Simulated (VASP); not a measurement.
Crystal: Sn4H.

```xyz
10
Lattice="3.4300 0.0000 0.0000 -1.7150 2.9705 0.0000 0.0000 0.0000 24.4500" Properties=species:S:1:pos:R:3 pbc="T T T"
Sn    0.0000    1.9803    2.5990
Sn    1.7150    0.9902   21.8510
Sn    1.7150    0.9902   10.8509
Sn    0.0000    1.9803   13.5991
Sn    1.7150    0.9902    5.3497
Sn    0.0000    1.9803    8.1003
Sn    0.0000    1.9803   19.1003
Sn    1.7150    0.9902   16.3497
H     0.0000    0.0000    0.3716
H     0.0000    0.0000   24.0784
```

* Program: VASP 6.6.1
* Task: relaxation of cell and atoms
* Functional: PBE
* Potentials or basis: VASP PAW PBE potentials, release 64 (Sn_d, H)
* Cutoff: 600 eV
* k mesh: 5 × 5 × 1
* Occupations: gaussian, width 0.2 eV
* Spin: no spin polarisation

At the start: pressure -0.4 GPa; volume 24.91 Å³/atom.

Question: Where does the relaxation end?

Answer: Over 36 steps the energy falls by 39.9 meV/atom and the volume is 26.05 Å³/atom (+4.6 %); space group P-3m1 (No. 164, to 0.1 Å) before and after.

The path:
```csv
step,energy change (eV),largest force (eV/Å),pressure (GPa),volume (Å³)
1,0.0000,0.6645,-0.39,249.11
2,-0.0504,0.9413,-0.25,246.92
3,-0.0505,1.0211,-0.24,246.79
4,-0.0872,0.9355,0.02,245.63
5,-0.1622,0.6399,0.97,242.16
6,0.0106,0.6745,3.67,235.19
7,-0.1676,0.5453,1.25,241.19
8,-0.1685,0.4873,1.44,240.61
9,-0.2010,0.1636,1.10,243.37
10,-0.2113,0.7288,0.82,245.94
11,-0.2347,0.1558,0.15,249.72
12,-0.2381,0.1624,-0.23,251.92
13,-0.2437,0.1609,-0.25,252.34
14,-0.2571,0.1570,-0.30,253.60
15,-0.2680,0.4824,-0.36,256.10
16,-0.2731,0.2750,-0.36,256.12
17,-0.2788,0.2269,-0.33,256.17
18,-0.2832,0.1917,-0.21,255.66
19,-0.2908,0.2300,0.19,254.15
20,-0.2915,0.2472,0.36,253.51
21,-0.2979,0.2362,0.34,253.80
22,-0.3128,0.2020,0.32,254.65
23,-0.3219,0.5759,0.27,256.37
24,-0.3265,0.4513,0.23,256.78
25,-0.3339,0.2915,0.22,257.69
26,-0.3357,0.4844,0.19,259.53
27,-0.3371,0.3045,0.19,258.79
28,-0.3438,0.2867,0.08,259.44
29,-0.3580,0.2361,-0.24,261.39
30,-0.3618,0.4677,-0.80,265.30
31,-0.3640,0.3205,-0.59,263.82
32,-0.3733,0.1848,-0.50,263.68
33,-0.3797,0.4109,-0.34,263.46
34,-0.3905,0.1447,-0.16,262.30
35,-0.3949,0.1873,0.05,261.04
36,-0.3990,0.0757,0.22,260.54
```

Final structure:
```
CELL_PARAMETERS angstrom
3.46362 0.00000 0.00000
-1.73181 2.99958 0.00000
0.00000 0.00000 25.07751
ATOMIC_POSITIONS crystal
Sn 0.33333 0.66667 0.13384
Sn 0.66667 0.33333 0.86616
Sn 0.66667 0.33333 0.44423
Sn 0.33333 0.66667 0.55577
Sn 0.66667 0.33333 0.23226
Sn 0.33333 0.66667 0.34225
Sn 0.33333 0.66667 0.76774
Sn 0.66667 0.33333 0.65775
H 0.00000 0.00000 0.01497
H 0.00000 0.00000 0.98503
```

Caveat: the k points lie up to 0.42 Å⁻¹ apart in the final cell, too coarse for converged energies and pressures of a metal; the relaxation stopped at a loose force limit of 0.08 eV/Å, so its end isn't a converged minimum.
